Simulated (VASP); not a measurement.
Set up this calculation in VASP 6.6.1, as the native input.

```
Task                   : single point
Functional             : PBEsol
Potentials or basis    : VASP PAW PBE potentials, release 64 (Ti_sv, Co)
Cutoff                 : 520 eV
k mesh                 : 6 × 6 × 6
Occupations            : gaussian, width 0.1 eV
Spin                   : no spin polarisation
Dipole correction      : no
Further INCAR settings : LREAL = Auto; ALGO = Normal; EDIFF = 1e-07; NBANDS = 150
```

The structure of Ti2Co lies in POSCAR:

```
Ti2Co
1.0
    0.0000000000      5.5401033699      5.5401033699
    5.5401033699      0.0000000000      5.5401033699
    5.5401033699      5.5401033699      0.0000000000
Ti Co
16 8
Direct
    0.6250000000      0.1250000000      0.1250000000
    0.1250000000      0.6250000000      0.1250000000
    0.1250000000      0.1250000000      0.6250000000
    0.1250000000      0.1250000000      0.1250000000
    0.3126837638      0.3126837638      0.6873162362
    0.6873162362      0.6873162362      0.3126837638
    0.3126837638      0.6873162362      0.3126837638
    0.6873162362      0.3126837638      0.6873162362
    0.6873162362      0.3126837638      0.3126837638
    0.3126837638      0.6873162362      0.6873162362
    0.9373162362      0.9373162362      0.5626837638
    0.5626837638      0.5626837638      0.9373162362
    0.9373162362      0.5626837638      0.9373162362
    0.5626837638      0.9373162362      0.5626837638
    0.5626837638      0.9373162362      0.9373162362
    0.9373162362      0.5626837638      0.5626837638
    0.9753773396      0.3415408868      0.3415408868
    0.3415408868      0.9753773396      0.3415408868
    0.3415408868      0.3415408868      0.9753773396
    0.3415408868      0.3415408868      0.3415408868
    0.2746226604      0.9084591132      0.9084591132
    0.9084591132      0.2746226604      0.9084591132
    0.9084591132      0.9084591132      0.2746226604
    0.9084591132      0.9084591132      0.9084591132
```

The input as run:

INCAR

```
PREC = Accurate
ENCUT = 520
EDIFF = 1E-7
ISMEAR = 0
SIGMA = 0.1
LREAL = Auto
LASPH = True
NELM = 100
ALGO = Normal
ISIF = 2
LWAVE = False
LCHARG = False
GGA = PS
NBANDS = 150
```

KPOINTS

```
regular mesh
0
Gamma
  6 6 6
```

Potentials or basis: VASP PAW PBE potentials, release 64 (Ti_sv, Co).

The run is started by

```console
$ cat potpaw_PBE.64/Ti_sv/POTCAR potpaw_PBE.64/Co/POTCAR > POTCAR
$ mpirun -np 1 vasp_std > vasp.out
```

It gave:

The pressure is -0.5 GPa, the largest force is 0.018 eV/Å and the band gap on the k mesh is zero (band 132 reaches 9.50 eV, above the bottom of band 133 at 9.34 eV).

Caveat: the PAW data sets were made with another functional, which shifts forces and pressure a little.

It took 55 min on 1 thread of Intel(R) Xeon(R) Platinum 8259CL CPU @ 2.50GHz (Skylake/Cascade Lake), with other jobs on the host, peak memory 0.81 GiB.
